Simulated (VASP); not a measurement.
## ZrVOs3: single point with r2SCAN

The system is ZrVOs3.

```
CELL_PARAMETERS angstrom
4.44545 0.00000 0.00000
0.00000 4.44545 0.00000
0.00000 0.00000 4.44545
ATOMIC_POSITIONS crystal
Zr 0.00000 0.00000 0.00000
V 0.50000 0.50000 0.50000
Os 0.00000 0.50000 0.50000
Os 0.50000 0.00000 0.50000
Os 0.50000 0.50000 0.00000
```

```json
{"Program": "VASP 6.6.1", "Task": "single point", "Functional": "r2SCAN", "Potentials or basis": "VASP PAW PBE potentials, release 64 (Zr_sv, V_sv, Os)", "Cutoff": "520 eV", "k mesh": "4 × 4 × 4", "Occupations": "gaussian, width 0.1 eV", "Spin": "no spin polarisation", "Dipole correction": "no", "Further INCAR settings": "ALGO = Normal; EDIFF = 1e-06; NBANDS = 32"}
```

| Item | Value |
| --- | --- |
| Pressure | 1.7 GPa |

Levels at points of the mesh, in eV from the Fermi level:
```tsv
k point	band 23	band 24	band 25	band 26	band 27	band 28
(0.00, 0.00, 0.00)	0.76	0.99	0.99	0.99	0.99	1.70
(0.50, 0.00, 0.00)	-1.35	-0.89	0.63	0.63	0.76	0.93
(0.50, 0.50, 0.00)	-1.56	-1.18	-0.58	0.10	0.40	0.89
(0.50, 0.50, 0.50)	-1.31	-0.50	-0.46	-0.46	0.64	0.64
```

Wall time 3.5 min on 1 thread of Oxide Virtual Turin-like Processor, on a shared host, peak memory 0.2 GiB.

Caveat: the PAW data sets were made with another functional, which shifts forces and pressure a little; spin-orbit coupling is left out, which moves the levels of the heavy elements.
